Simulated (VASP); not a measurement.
# Mg in VASP: single point with PBEsol

Aim: the single point of Mg with PBEsol.

Program: VASP 6.6.1. These are calculated values, not measurements. Logs are shortened: lines on timing, memory, paths and dates and some standing lists are left out, and cuts for length are marked.

## 1. The cell of the first run

The cell holds a slab with vacuum, 4 atoms: a = 3.209 Å, b = 3.209 Å, c = 19.815 Å, α = 90.00°, β = 90.00°, γ = 120.00°.

## 2. Single point, PBEsol

File INCAR:

```
PREC = Accurate
ENCUT = 520
EDIFF = 1E-7
ISMEAR = 1
SIGMA = 0.1
LREAL = False
LASPH = True
NELM = 80
ALGO = Normal
ISIF = 2
LWAVE = False
LCHARG = True
LDIPOL = True
IDIPOL = 3
DIPOL = 0.5 0.5 0.500
GGA = PS
LELF = True
LVHAR = True
LVACPOTAV = True
NBANDS = 12
```

File KPOINTS:

```
regular mesh
0
Gamma
  7 7 1
```

File POSCAR:

```
Mg
1.0
    3.2093000000      0.0000000000      0.0000000000
   -1.6046500000      2.7793353300      0.0000000000
    0.0000000000      0.0000000000     19.8154500000
Mg
4
Direct
    0.3333333333      0.6666666667      0.3027940319
    0.6666666667      0.3333333333      0.4342646773
    0.3333333333      0.6666666667      0.5657353227
    0.6666666667      0.3333333333      0.6972059681
```

Potentials or basis: VASP PAW PBE potentials, release 64 (Mg).

Started as:

```sh
$ cat potpaw_PBE.64/Mg/POTCAR > POTCAR
$ mpirun -np 1 vasp_std > vasp.out
```

OUTCAR:

```text
PREC = Accurate
   ENCUT = 520
   EDIFF = 1E-7
   ISMEAR = 1
   LREAL = False
   LASPH = True
   NELM = 80
   ISIF = 2
   GGA = PS

 ion  position               nearest neighbor table
   1  0.333  0.667  0.303-   2 3.20   2 3.20   2 3.20
   2  0.667  0.333  0.434-   1 3.20   3 3.20   1 3.20   3 3.20   1 3.20   3 3.20
   3  0.333  0.667  0.566-   2 3.20   4 3.20   2 3.20   4 3.20   2 3.20   4 3.20
   4  0.667  0.333  0.697-   3 3.20   3 3.20   3 3.20

  LATTYP: Found a hexagonal cell.
 ALAT       =     3.2093000000
 C/A-ratio  =     6.1743838220

  Lattice vectors:

 A1 = (   3.2093000000,   0.0000000000,   0.0000000000)
 A2 = (  -1.6046500000,   2.7793353300,   0.0000000000)
 A3 = (   0.0000000000,   0.0000000000,  19.8154500000)

Analysis of symmetry for initial positions (statically):
=====================================================================
 Subroutine PRICEL returns:
 Original cell was already a primitive cell.

 Routine SETGRP: Setting up the symmetry group for a
 hexagonal supercell.

 Subroutine GETGRP returns: Found 12 space group operations
 (whereof 12 operations were pure point group operations)
 out of a pool of 24 trial point group operations.

The static configuration has the point symmetry D_3d.

Analysis of symmetry for dynamics (positions and initial velocities):
=====================================================================
 Subroutine PRICEL returns:
 Original cell was already a primitive cell.

 Routine SETGRP: Setting up the symmetry group for a
 hexagonal supercell.

 Subroutine GETGRP returns: Found 12 space group operations
 (whereof 12 operations were pure point group operations)
 out of a pool of 24 trial point group operations.

The dynamic configuration has the point symmetry D_3d.

 Subroutine INISYM returns: Found 12 space group operations
 (whereof 12 operations are pure point group operations),
 and found     1 'primitive' translations

----------------------------------------------------------------------------------------

                                     Primitive cell

  volume of cell :     176.7483

  direct lattice vectors                    reciprocal lattice vectors
     3.209300000  0.000000000  0.000000000     0.311594429  0.179899127  0.000000000
    -1.604650000  2.779335330  0.000000000     0.000000000  0.359798254  0.000000000
     0.000000000  0.000000000 19.815450000     0.000000000  0.000000000  0.050465672

  length of vectors
     3.209300000  3.209300001 19.815450000     0.359798255  0.359798254  0.050465672

  position of ions in fractional coordinates (direct lattice)
     0.333333333  0.666666667  0.302794032
     0.666666667  0.333333333  0.434264677
     0.333333333  0.666666667  0.565735323
     0.666666667  0.333333333  0.697205968

  ion indices of the primitive-cell ions
   primitive index   ion index
                 1           1
                 2           2
                 3           3
                 4           4

----------------------------------------------------------------------------------------

 KPOINTS: regular mesh

Automatic generation of k-mesh.
 Grid dimensions read from file:
 generate k-points for:    7    7    1

 Generating k-lattice:

  Cartesian coordinates                     Fractional coordinates (reciprocal lattice)
     0.044513490  0.025699875  0.000000000     0.142857143  0.000000000  0.000000000
     0.000000000  0.051399751  0.000000000     0.000000000  0.142857143  0.000000000
     0.000000000  0.000000000  0.050465672     0.000000000  0.000000000  1.000000000

  Length of vectors
     0.051399751  0.051399751  0.050465672

  Shift w.r.t. Gamma in fractional coordinates (k-lattice)
     0.000000000  0.000000000  0.000000000

 Subroutine IBZKPT returns following result:
 ===========================================

 Found      8 irreducible k-points:

 Following reciprocal coordinates:
            Coordinates               Weight
  0.000000  0.000000  0.000000      1.000000
  0.142857  0.000000  0.000000      6.000000
  0.285714 -0.000000  0.000000      6.000000
  0.428571  0.000000  0.000000      6.000000
  0.142857  0.142857  0.000000      6.000000
  0.285714  0.142857  0.000000     12.000000
  0.428571  0.142857  0.000000      6.000000
  0.285714  0.285714  0.000000      6.000000
   k-points           NKPTS =      8   k-points in BZ     NKDIM =      8   number of bands    NBANDS=     12
   number of dos      NEDOS =    301   number of ions     NIONS =      4
   total plane-waves  NPLWV =  86400
   dimension x,y,z NGX =    24 NGY =   24 NGZ =  150
   dimension x,y,z NGXF=    48 NGYF=   48 NGZF=  300
   ions per type =               4
   NGX,Y,Z   is equivalent  to a cutoff of  12.43, 12.43, 12.58 a.u.
   NGXF,Y,Z  is equivalent  to a cutoff of  24.86, 24.86, 25.17 a.u.
 SYSTEM =  unknown system
   PREC   = accura    normal or accurate (medium, high low for compatibility)
   ISTART =      0    job   : 0-new  1-cont  2-samecut
   ICHARG =      2    charge: 1-file 2-atom 10-const
   ISPIN  =      1    spin polarized calculation?
   LNONCOLLINEAR =      F non collinear calculations
   LSORBIT =      F    spin-orbit coupling
   LASPH  =      T    aspherical Exc in radial PAW
   ENCUT  =  520.0 eV  38.22 Ry    6.18 a.u.   5.97  5.97 36.84*2*pi/ulx,y,z
   NELM   =     80;   NELMIN=  2; NELMDL= -5     # of ELM steps
   EDIFF  = 0.1E-06   stopping-criterion for ELM
   LREAL  =      F    real-space projection
   EDIFFG = 0.1E-05   stopping-criterion for IOM
   NSW    =      0    number of steps for IOM
   IBRION =     -1    ionic relax: 0-MD 1-quasi-New 2-CG
   NFREE  =      0    steps in history (QN), initial steepest desc. (CG)
   ISIF   =      2    stress and relaxation
   ISYM   =      2    0-nonsym 1-usesym 2-fastsym
   POTIM  = 0.5000    time-step for ionic-motion
   TEBEG  =    0.0;   TEEND  =   0.0 temperature during run
   PSTRESS=    0.0 pullay stress
   NELECT =       8.0000    total number of electrons
   NUPDOWN=      -1.0000    fix difference up-down
   EMIN   =  10.00;   EMAX   =-10.00  energy-range for DOS
   EFERMI =   0.00;   METHOD = LEGACY
   ISMEAR =     1;   SIGMA  =   0.10  broadening in eV -4-tet -1-fermi 0-gaus
   EFERMI_NEDOS =   21; number of points for ismear=-14 and -15
   IALGO  =     38    algorithm
   IMIX   =      4    mixing-type and parameters
     AMIX     =   0.40;   BMIX     =  1.00
     AMIX_MAG =   1.60;   BMIX_MAG =  1.00
  volume/ion in A,a.u.               =      44.19       298.19
  Fermi-wavevector in a.u.,A,eV,Ry     =   0.583427  1.102517  4.631245  0.340387
  Thomas-Fermi vector in A             =   1.628723
   LORBIT       =      0    0 simple, 1 ext, 2 COOP (PROOUT), +10 PAW based schemes
   GGA     = PS    functional components
   LHFCALC =     F    Hartree Fock is set to
   AEXX    =    0.0000 exact exchange contribution
   IVDW    =     0    specifies the selected vdW correction
   LEPSILON=     F    determine dielectric tensor
   LRPA    =     F    only Hartree local field effects (RPA)
 non-spin polarized calculation
 Methfessel and Paxton  Order N= 1 SIGMA  =   0.10
  energy-cutoff  :      520.00
  volume of cell :      176.75
 maximum number of plane-waves:      4792
 NGX is ok and might be reduce to    24
   NGX = 11   NGY = 11   NGZ = 73

 number of electron       8.0000000 magnetization

 dipolmoment           0.000000      0.000000     -0.000000 electrons x Angstroem

 Free energy of the ion-electron system (eV)
  ---------------------------------------------------
  ext. energy  EPLUGINS =         0.00000000
  ---------------------------------------------------
  free energy    TOTEN  =        -6.19158249 eV

  energy without entropy =       -6.19289824  energy(sigma->0) =       -6.19202107

 E-fermi :  -0.3503     XC(G=0):  -5.2893

 val. band max:       -0.3850352530   @ k =   0.2857   0.2857   0.0000
 cond. band min:      -0.2637172240   @ k =   0.1429   0.1429   0.0000
 fundamental gap:      0.1213180290
 Fermi energy:        -0.3502861316

 k-point     1 :       0.0000    0.0000    0.0000
  band No.  band energies     occupation
      1      -6.9822      2.00000
      2      -6.1647      2.00000
      3      -4.8812      2.00000
      4      -3.1110      2.00000
      5      -1.3784      2.00000
      6       0.8260     -0.00000
      7       2.3621      0.00000
      8       3.8114      0.00000
      9       3.8661      0.00000
     10       6.6679      0.00000
     11       6.7175      0.00000
     12      10.1813      0.00000

 k-point     2 :       0.1429    0.0000    0.0000
  band No.  band energies     occupation
      1      -6.5853      2.00000
      2      -5.7700      2.00000
      3      -4.4898      2.00000
      4      -2.7215      2.00000
      5      -1.0068      2.00000
      6       1.1979     -0.00000
      7       2.7431      0.00000
      8       4.1863      0.00000
      9       4.2368      0.00000
     10       6.6093      0.00000
     11       6.9031      0.00000
     12       7.0924      0.00000

 k-point     3 :       0.2857   -0.0000    0.0000
  band No.  band energies     occupation
      1      -5.4041      2.00000
      2      -4.5960      2.00000
      3      -3.3269      2.00000
      4      -1.5730      2.00000
      5       0.1073     -0.00000
      6       2.0850      0.00000
      7       2.9085      0.00000
      8       3.2301      0.00000
      9       3.9836      0.00000
     10       4.5570      0.00000
     11       5.3919      0.00000
     12       5.4606      0.00000
[... 46 lines left out ...]
 k-point     7 :       0.4286    0.1429    0.0000
  band No.  band energies     occupation
      1      -1.9725      2.00000
      2      -1.9475      2.00000
      3      -1.2329      2.00000
      4      -1.1708      2.00000
      5       0.1206     -0.00000
      6       0.2341     -0.00000
      7       1.7609      0.00000
      8       1.8847      0.00000
      9       3.3277      0.00000
     10       3.5058      0.00000
     11       3.5817      0.00000
     12       4.1588      0.00000

 k-point     8 :       0.2857    0.2857    0.0000
  band No.  band energies     occupation
      1      -2.3295      2.00000
      2      -1.5523      2.00000
      3      -0.3850      1.55063
      4       0.1485     -0.00000
      5       0.2578     -0.00000
      6       0.9767     -0.00000
      7       1.2302     -0.00000
      8       1.7265      0.00000
      9       2.3710      0.00000
     10       2.6646      0.00000
     11       3.1481      0.00000
     12       3.9643      0.00000

------------------------ aborting loop because EDIFF is reached ----------------------------------------

  FORCE on cell =-STRESS in cart. coord.  units (eV):
  Direction    XX          YY          ZZ          XY          YZ          ZX
  --------------------------------------------------------------------------------------
  -------------------------------------------------------------------------------------
  Total       -1.7530263     -1.7530263      0.3887247      0.0000000     -0.0000000     -0.0000000
  in kB      -15.8907285    -15.8907286      3.5236882      0.0000000     -0.0000000     -0.0000000
  external PRESSURE =      -9.4192563 kB  Pullay stress =       0.0000000 kB

 VOLUME and BASIS-vectors are now :
 -----------------------------------------------------------------------------
  energy-cutoff  :      520.00
  volume of cell :      176.75
      direct lattice vectors                 reciprocal lattice vectors
     3.209300000  0.000000000  0.000000000     0.311594429  0.179899127  0.000000000
    -1.604650000  2.779335330  0.000000000     0.000000000  0.359798254  0.000000000
     0.000000000  0.000000000 19.815450000     0.000000000  0.000000000  0.050465672

 POSITION                                       TOTAL-FORCE (eV/Angst)
 -----------------------------------------------------------------------------------
     -0.00000      1.85289      6.00000         0.000000     -0.000000     -0.036277
      1.60465      0.92645      8.60515         0.000000      0.000000     -0.042444
     -0.00000      1.85289     11.21030        -0.000000     -0.000000      0.042444
      1.60465      0.92645     13.81545        -0.000000      0.000000      0.036277
 -----------------------------------------------------------------------------------
    total drift:                                0.000000      0.000000     -0.000000

  FREE ENERGIE OF THE ION-ELECTRON SYSTEM (eV)
  ---------------------------------------------------
  free  energy   TOTEN  =        -6.1915824868 eV

  energy  without entropy=       -6.1928982447  energy(sigma->0) =       -6.19202107

 vacuum level on the upper side and lower side of the slab         3.376         3.376
```

Wall time 55 s (1 thread of Intel Xeon 6975P-C, shared host); peak memory 0.26 GiB.

What came out:

* Free energy: -6.1916 eV
* Largest force: 0.042 eV/Å
* Band gap on the k mesh: zero (band 4 reaches 0.15 eV, above the bottom of band 5 at -1.38 eV)

Forces on the atoms (eV/Å):
```
Mg   0.000  0.000 -0.036
Mg   0.000  0.000 -0.042
Mg   0.000  0.000  0.042
Mg   0.000  0.000  0.036
```

Caveat: the PAW data sets were made with another functional, which shifts forces and pressure a little.
